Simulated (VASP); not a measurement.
# InP (Fm-3m) in VASP: a series of runs

InP is run at these levels: r2SCAN; tasks: single point, relaxation of cell and atoms.

Program: VASP 6.6.1. These are calculated values, not measurements. Logs are shortened: lines on timing, memory, paths and dates and some standing lists are left out, and cuts for length are marked.

### 1 The cell of the first run

Symmetry: Fm-3m, No. 225, cubic system. The conventional cell has a = 5.493 Å, b = 5.493 Å, c = 5.493 Å, α = 90.00°, β = 90.00°, γ = 90.00°. Within 3.6 Å of In (site symmetry m-3m) lie 6 P at 2.75 Å. P (site symmetry m-3m) has 6 In at 2.75 Å within 3.6 Å.

### 2 Single point, r2SCAN

POSCAR reads:

```
InP
1.0
    0.0000000000      2.7466124180      2.7466124180
    2.7466124180      0.0000000000      2.7466124180
    2.7466124180      2.7466124180      0.0000000000
In P
1 1
Direct
    0.0000000000      0.0000000000      0.0000000000
    0.5000000000      0.5000000000      0.5000000000
```

INCAR.step1 reads:

```
PREC     = Accurate       # precision mode
ENCUT    = 520            # plane-wave cutoff, eV
ISMEAR   = 0              # smearing method
SIGMA    = 0.1            # smearing width, eV
LREAL    = False          # projectors in reciprocal space
LASPH    = True           # aspherical terms in the spheres
NELM     = 100            # most SCF steps
NBANDS   = 16             # bands
GGA      = PE             # functional
ALGO     = Normal         # electronic algorithm
EDIFF    = 1E-4           # SCF threshold, eV
LWAVE    = True           # write WAVECAR
LCHARG   = False          # write CHGCAR
```

INCAR.step2 reads:

```
PREC     = Accurate       # precision mode
ENCUT    = 520            # plane-wave cutoff, eV
EDIFF    = 1E-6           # SCF threshold, eV
ISMEAR   = 0              # smearing method
SIGMA    = 0.1            # smearing width, eV
LREAL    = False          # projectors in reciprocal space
LASPH    = True           # aspherical terms in the spheres
NELM     = 100            # most SCF steps
ALGO     = Normal         # electronic algorithm
ISIF     = 2              # what is computed and relaxed
LWAVE    = False          # write WAVECAR
LCHARG   = False          # write CHGCAR
METAGGA  = R2SCAN         # meta-GGA
LMIXTAU  = True         
NBANDS   = 16             # bands
ISTART   = 1
```

KPOINTS reads:

```
regular mesh
0
Gamma
  12 12 12
```

Potentials or basis: VASP PAW PBE potentials, release 64 (In_d, P).

Launch:

```
$ cat potpaw_PBE.64/In_d/POTCAR potpaw_PBE.64/P/POTCAR > POTCAR
$ cp INCAR.step1 INCAR
$ mpirun -np 1 vasp_std > vasp.out
$ cp INCAR.step2 INCAR
$ mpirun -np 1 vasp_std > vasp.out
```

OUTCAR:

```text
PREC = Accurate
   ENCUT = 520
   EDIFF = 1E-6
   ISMEAR = 0
   LREAL = False
   LASPH = True
   NELM = 100
   ISIF = 2
   METAGGA = R2SCAN
   ISTART = 1

 ion  position               nearest neighbor table
   1  0.000  0.000  0.000-   2 2.75   2 2.75   2 2.75   2 2.75   2 2.75   2 2.75
   2  0.500  0.500  0.500-   1 2.75   1 2.75   1 2.75   1 2.75   1 2.75   1 2.75

  LATTYP: Found a face centered cubic cell.
 ALAT       =     5.4932248360

  Lattice vectors:

 A1 = (   0.0000000000,   2.7466124180,   2.7466124180)
 A2 = (   2.7466124180,   0.0000000000,   2.7466124180)
 A3 = (   2.7466124180,   2.7466124180,   0.0000000000)

Analysis of symmetry for initial positions (statically):
=====================================================================
 Subroutine PRICEL returns:
 Original cell was already a primitive cell.

 Routine SETGRP: Setting up the symmetry group for a
 face centered cubic supercell.

 Subroutine GETGRP returns: Found 48 space group operations
 (whereof 48 operations were pure point group operations)
 out of a pool of 48 trial point group operations.

The static configuration has the point symmetry O_h .

Analysis of symmetry for dynamics (positions and initial velocities):
=====================================================================
 Subroutine PRICEL returns:
 Original cell was already a primitive cell.

 Routine SETGRP: Setting up the symmetry group for a
 face centered cubic supercell.

 Subroutine GETGRP returns: Found 48 space group operations
 (whereof 48 operations were pure point group operations)
 out of a pool of 48 trial point group operations.

The dynamic configuration has the point symmetry O_h .

 Subroutine INISYM returns: Found 48 space group operations
 (whereof 48 operations are pure point group operations),
 and found     1 'primitive' translations

----------------------------------------------------------------------------------------

                                     Primitive cell

  volume of cell :      41.4402

  direct lattice vectors                    reciprocal lattice vectors
     0.000000000  2.746612418  2.746612418    -0.182042430  0.182042430  0.182042430
     2.746612418  0.000000000  2.746612418     0.182042430 -0.182042430  0.182042430
     2.746612418  2.746612418  0.000000000     0.182042430  0.182042430 -0.182042430

  length of vectors
     3.884296532  3.884296532  3.884296532     0.315306739  0.315306739  0.315306739

  position of ions in fractional coordinates (direct lattice)
     0.000000000  0.000000000  0.000000000
     0.500000000  0.500000000  0.500000000

  ion indices of the primitive-cell ions
   primitive index   ion index
                 1           1
                 2           2

----------------------------------------------------------------------------------------

 KPOINTS: regular mesh

Automatic generation of k-mesh.
 Grid dimensions read from file:
 generate k-points for:   12   12   12

 Generating k-lattice:

  Cartesian coordinates                     Fractional coordinates (reciprocal lattice)
    -0.015170203  0.015170203  0.015170203     0.083333333  0.000000000  0.000000000
     0.015170203 -0.015170203  0.015170203     0.000000000  0.083333333  0.000000000
     0.015170203  0.015170203 -0.015170203     0.000000000  0.000000000  0.083333333

  Length of vectors
     0.026275562  0.026275562  0.026275562

  Shift w.r.t. Gamma in fractional coordinates (k-lattice)
     0.000000000  0.000000000  0.000000000

 Subroutine IBZKPT returns following result:
 ===========================================

 Found     72 irreducible k-points:

 Following reciprocal coordinates:
            Coordinates               Weight
  0.000000  0.000000  0.000000      1.000000
  0.083333  0.000000  0.000000      8.000000
  0.166667  0.000000  0.000000      8.000000
  0.250000  0.000000  0.000000      8.000000
  0.333333  0.000000  0.000000      8.000000
  0.416667  0.000000  0.000000      8.000000
[... 16 lines left out ...]
  0.500000  0.166667  0.000000     24.000000
 -0.416667  0.166667  0.000000     24.000000
 [... further k-points ...]
   k-points           NKPTS =     72   k-points in BZ     NKDIM =     72   number of bands    NBANDS=     16
   number of dos      NEDOS =    301   number of ions     NIONS =      2
   total plane-waves  NPLWV =  27000
   dimension x,y,z NGX =    30 NGY =   30 NGZ =   30
   dimension x,y,z NGXF=    60 NGYF=   60 NGZF=   60
   ions per type =               1   1
   NGX,Y,Z   is equivalent  to a cutoff of  12.84, 12.84, 12.84 a.u.
   NGXF,Y,Z  is equivalent  to a cutoff of  25.68, 25.68, 25.68 a.u.
 SYSTEM =  unknown system
   PREC   = accura    normal or accurate (medium, high low for compatibility)
   ISTART =      1    job   : 0-new  1-cont  2-samecut
   ICHARG =      0    charge: 1-file 2-atom 10-const
   ISPIN  =      1    spin polarized calculation?
   LNONCOLLINEAR =      F non collinear calculations
   LSORBIT =      F    spin-orbit coupling
   LASPH  =      T    aspherical Exc in radial PAW
   ENCUT  =  520.0 eV  38.22 Ry    6.18 a.u.   7.22  7.22  7.22*2*pi/ulx,y,z
   NELM   =    100;   NELMIN=  2; NELMDL=  0     # of ELM steps
   EDIFF  = 0.1E-05   stopping-criterion for ELM
   LREAL  =      F    real-space projection
   EDIFFG = 0.1E-04   stopping-criterion for IOM
   NSW    =      0    number of steps for IOM
   IBRION =     -1    ionic relax: 0-MD 1-quasi-New 2-CG
   NFREE  =      0    steps in history (QN), initial steepest desc. (CG)
   ISIF   =      2    stress and relaxation
   ISYM   =      2    0-nonsym 1-usesym 2-fastsym
   POTIM  = 0.5000    time-step for ionic-motion
   TEBEG  =    0.0;   TEEND  =   0.0 temperature during run
   PSTRESS=    0.0 pullay stress
   NELECT =      18.0000    total number of electrons
   NUPDOWN=      -1.0000    fix difference up-down
   EMIN   =  10.00;   EMAX   =-10.00  energy-range for DOS
   EFERMI =   0.00;   METHOD = LEGACY
   ISMEAR =     0;   SIGMA  =   0.10  broadening in eV -4-tet -1-fermi 0-gaus
   EFERMI_NEDOS =   21; number of points for ismear=-14 and -15
   IALGO  =     38    algorithm
   IMIX   =      4    mixing-type and parameters
     AMIX     =   0.40;   BMIX     =  1.00
     AMIX_MAG =   1.60;   BMIX_MAG =  1.00
  volume/ion in A,a.u.               =      20.72       139.83
  Fermi-wavevector in a.u.,A,eV,Ry     =   1.239819  2.342918 20.914211  1.537151
  Thomas-Fermi vector in A             =   2.374286
   LORBIT       =      0    0 simple, 1 ext, 2 COOP (PROOUT), +10 PAW based schemes
   METAGGA = R2SCAN    functional components
   LHFCALC =     F    Hartree Fock is set to
   AEXX    =    0.0000 exact exchange contribution
   IVDW    =     0    specifies the selected vdW correction
   LEPSILON=     F    determine dielectric tensor
   LRPA    =     F    only Hartree local field effects (RPA)
 non-spin polarized calculation
 Gauss-broadening in eV      SIGMA  =   0.10
  energy-cutoff  :      520.00
  volume of cell :       41.44
 maximum number of plane-waves:      1139
 NGX is ok and might be reduce to    30
   NGX = 15   NGY = 15   NGZ = 15

 number of electron      18.0000005 magnetization

 Free energy of the ion-electron system (eV)
  ---------------------------------------------------
  ext. energy  EPLUGINS =         0.00000000
  ---------------------------------------------------
  free energy    TOTEN  =       -31.74189472 eV

  energy without entropy =      -31.73908518  energy(sigma->0) =      -31.74048995

 E-fermi :   7.2733     XC(G=0): -11.1299

 val. band max:        7.1812978137   @ k =   0.3333   0.0000   0.0000
 cond. band min:       7.2849032105   @ k =  -0.4167   0.0833   0.0000
 fundamental gap:      0.1036053967
 Fermi energy:         7.2732840750

 k-point     1 :       0.0000    0.0000    0.0000
  band No.  band energies     occupation
      1      -7.6041      2.00000
      2      -7.6041      2.00000
      3      -7.5647      2.00000
      4      -7.5647      2.00000
      5      -7.5647      2.00000
      6      -5.4786      2.00000
[... 8 lines left out ...]
     15      16.4615      0.00000
     16      16.4615      0.00000

 k-point     2 :       0.0833    0.0000    0.0000
  band No.  band energies     occupation
      1      -7.6077      2.00000
      2      -7.6077      2.00000
      3      -7.5649      2.00000
      4      -7.5601      2.00000
      5      -7.5601      2.00000
      6      -5.3862      2.00000
[... 8 lines left out ...]
     15      15.6437      0.00000
     16      16.4227      0.00000

 k-point     3 :       0.1667    0.0000    0.0000
  band No.  band energies     occupation
      1      -7.6197      2.00000
      2      -7.6197      2.00000
      3      -7.5660      2.00000
      4      -7.5452      2.00000
      5      -7.5452      2.00000
      6      -5.1125      2.00000
[... 8 lines left out ...]
     15      15.7252      0.00000
     16      16.2361      0.00000

 k-point     4 :       0.2500    0.0000    0.0000
  band No.  band energies     occupation
      1      -7.6378      2.00000
      2      -7.6378      2.00000
      3      -7.5688      2.00000
      4      -7.5231      2.00000
      5      -7.5231      2.00000
      6      -4.6725      2.00000
[... 8 lines left out ...]
     15      16.4666      0.00000
     16      16.4666      0.00000
[... 324 lines left out ...]
 k-point    22 :       0.4167    0.1667    0.0000
  band No.  band energies     occupation
      1      -7.7485      2.00000
      2      -7.6255      2.00000
      3      -7.5732      2.00000
      4      -7.5054      2.00000
      5      -7.4771      2.00000
      6      -3.5303      2.00000
[... 8 lines left out ...]
     15      19.4063      0.00000
     16      19.8059      0.00000

 k-point    23 :       0.5000    0.1667    0.0000
  band No.  band energies     occupation
      1      -7.7497      2.00000
      2      -7.6427      2.00000
      3      -7.5651      2.00000
      4      -7.5013      2.00000
      5      -7.4709      2.00000
      6      -3.0269      2.00000
[... 8 lines left out ...]
     15      19.4669      0.00000
     16      20.7595      0.00000

 k-point    24 :      -0.4167    0.1667    0.0000
  band No.  band energies     occupation
      1      -7.7358      2.00000
      2      -7.6545      2.00000
      3      -7.5591      2.00000
      4      -7.5003      2.00000
      5      -7.4770      2.00000
      6      -2.9454      2.00000
[... 8 lines left out ...]
     15      18.4189      0.00000
     16      19.7620      0.00000

 [... further k-points ...]
[... 5 lines left out ...]
  --------------------------------------------------------------------------------------
  -------------------------------------------------------------------------------------
  Total        0.0061086      0.0061086      0.0061086     -0.0000000      0.0000000      0.0000000
  in kB        0.2361719      0.2361719      0.2361719     -0.0000000      0.0000000      0.0000000
  external PRESSURE =       0.2361719 kB  Pullay stress =       0.0000000 kB

 VOLUME and BASIS-vectors are now :
 -----------------------------------------------------------------------------
  energy-cutoff  :      520.00
  volume of cell :       41.44
      direct lattice vectors                 reciprocal lattice vectors
     0.000000000  2.746612418  2.746612418    -0.182042430  0.182042430  0.182042430
     2.746612418  0.000000000  2.746612418     0.182042430 -0.182042430  0.182042430
     2.746612418  2.746612418  0.000000000     0.182042430  0.182042430 -0.182042430

 POSITION                                       TOTAL-FORCE (eV/Angst)
 -----------------------------------------------------------------------------------
      0.00000      0.00000      0.00000         0.000000      0.000000      0.000000
      2.74661      2.74661      2.74661        -0.000000     -0.000000     -0.000000
 -----------------------------------------------------------------------------------
    total drift:                               -0.000000      0.000000      0.000000

  FREE ENERGIE OF THE ION-ELECTRON SYSTEM (eV)
  ---------------------------------------------------
  free  energy   TOTEN  =       -31.7418947211 eV

  energy  without entropy=      -31.7390851824  energy(sigma->0) =      -31.74048995
```

It took 3.4 min on 1 thread of Intel Xeon Platinum 8488C (Sapphire Rapids), shared host; peak memory 0.2 GiB.

Results:

- Free energy: -31.7419 eV
- Pressure: 0.0 GPa
- Band gap on the k mesh: zero (bands 9 and 10 overlap by 2.62 eV)

Levels at points of the mesh, in eV from the Fermi level:
| k point | band 6 | band 7 | band 8 | band 9 | band 10 | band 11 | band 12 | band 13 |
| --- | --- | --- | --- | --- | --- | --- | --- | --- |
| (0.00, 0.00, 0.00) | -12.75 | -0.38 | -0.38 | -0.38 | 1.18 | 7.48 | 7.48 | 7.48 |
| (0.50, 0.00, 0.00) | -10.54 | -6.99 | 0.09 | 0.09 | 2.91 | 3.64 | 3.64 | 5.84 |
| (0.50, 0.50, 0.00) | -9.27 | -5.31 | -2.57 | -2.57 | -2.37 | 4.10 | 10.80 | 10.80 |

Caveat: the PAW data sets were made with another functional, which shifts forces and pressure a little; spin-orbit coupling is left out, which moves the levels of the heavy elements.

### 3 Relaxation of cell and atoms, r2SCAN

This run uses another cell than the first one, of 23.27 Å³/atom.

POSCAR reads:

```
InP
1.0
    0.0000000000      2.8550000000      2.8550000000
    2.8550000000      0.0000000000      2.8550000000
    2.8550000000      2.8550000000      0.0000000000
In P
1 1
Direct
    0.0000000000      0.0000000000      0.0000000000
    0.5000000000      0.5000000000      0.5000000000
```

INCAR.step1 reads:

```
ALGO     = Normal         # electronic algorithm
EDIFF    = 1E-4           # SCF threshold, eV
ENCUT    = 600            # plane-wave cutoff, eV
GGA      = PE             # functional
ISMEAR   = 0              # smearing method
LASPH    = T              # aspherical terms in the spheres
LCHARG   = F              # write CHGCAR
LREAL    = F              # projectors in reciprocal space
LWAVE    = T              # write WAVECAR
NELM     = 100            # most SCF steps
PREC     = Accurate       # precision mode
SIGMA    = 0.1            # smearing width, eV
```

INCAR.step2 reads:

```
ALGO     = Normal         # electronic algorithm
EDIFF    = 1E-6           # SCF threshold, eV
EDIFFG   = -0.005         # ionic threshold
ENCUT    = 600            # plane-wave cutoff, eV
IBRION   = 2              # ionic algorithm
ISIF     = 3              # what is computed and relaxed
ISMEAR   = 0              # smearing method
ISTART   = 1            
LASPH    = T              # aspherical terms in the spheres
LCHARG   = F              # write CHGCAR
LMIXTAU  = T            
LREAL    = F              # projectors in reciprocal space
LWAVE    = F              # write WAVECAR
METAGGA  = R2SCAN         # meta-GGA
NELM     = 100            # most SCF steps
NSW      = 100            # ionic steps
PREC     = Accurate       # precision mode
SIGMA    = 0.1            # smearing width, eV
```

KPOINTS reads:

```
k-points
0
Gamma
  12 12 12
```

Potentials or basis: VASP PAW PBE potentials, release 64 (In_d, P).

Launch:

```
$ cat potpaw_PBE.64/In_d/POTCAR potpaw_PBE.64/P/POTCAR > POTCAR
$ cp INCAR.step1 INCAR
$ mpirun -np 1 vasp_std > vasp.out
$ cp INCAR.step2 INCAR
$ mpirun -np 1 vasp_std > vasp.out
```

Run time: 5.8 min. Hardware: 1 thread of Intel Xeon Platinum 8488C (Sapphire Rapids), shared host; peak memory 0.24 GiB.

The run converged. Its results:

```yaml
Free_energy: -31.7434 eV
Relaxed_volume: 20.74 Å³/atom
Relaxed_cell: a = 3.886 Å, b = 3.886 Å, c = 3.886 Å, α = 60.00°, β = 60.00°, γ = 60.00°
Space_group_after_relaxing_to_0.1_Å: Fm-3m (No. 225)
Energy_gained_by_relaxing: 65.7 meV/atom
Ionic_steps: 3
Pressure_after_relaxing: 0.0 GPa
Band_gap_on_the_k_mesh: zero (bands 9 and 10 overlap by 2.62 eV)
```

The path:
```
step  energy change (eV)  largest force (eV/Å)  pressure (GPa)  volume (Å³)
   1              0.0000                0.0000           -7.42        46.54
   2             -0.1079                0.0000            4.29        39.65
   3             -0.1313                0.0000            0.02        41.48
```

Final structure:
```xyz
2
Lattice="0.0000 2.7475 2.7475 2.7475 0.0000 2.7475 2.7475 2.7475 0.0000" Properties=species:S:1:pos:R:3 pbc="T T T"
In    0.0000    0.0000    0.0000
P     2.7475    2.7475    2.7475
```

Levels at points of the mesh, in eV from the Fermi level:
| k point | band 6 | band 7 | band 8 | band 9 | band 10 | band 11 | band 12 | band 13 |
| --- | --- | --- | --- | --- | --- | --- | --- | --- |
| (0.00, 0.00, 0.00) | -12.74 | -0.38 | -0.38 | -0.38 | 1.17 | 7.48 | 7.48 | 7.48 |
| (0.50, 0.00, 0.00) | -10.53 | -6.99 | 0.09 | 0.09 | 2.91 | 3.64 | 3.64 | 5.83 |
| (0.50, 0.50, 0.00) | -9.27 | -5.30 | -2.56 | -2.56 | -2.37 | 4.10 | 10.79 | 10.79 |

Caveat: the PAW data sets were made with another functional, which shifts forces and pressure a little; spin-orbit coupling is left out, which moves the levels of the heavy elements.

The gap in the log of VASP goes by the Fermi energy; the results here count the filled bands.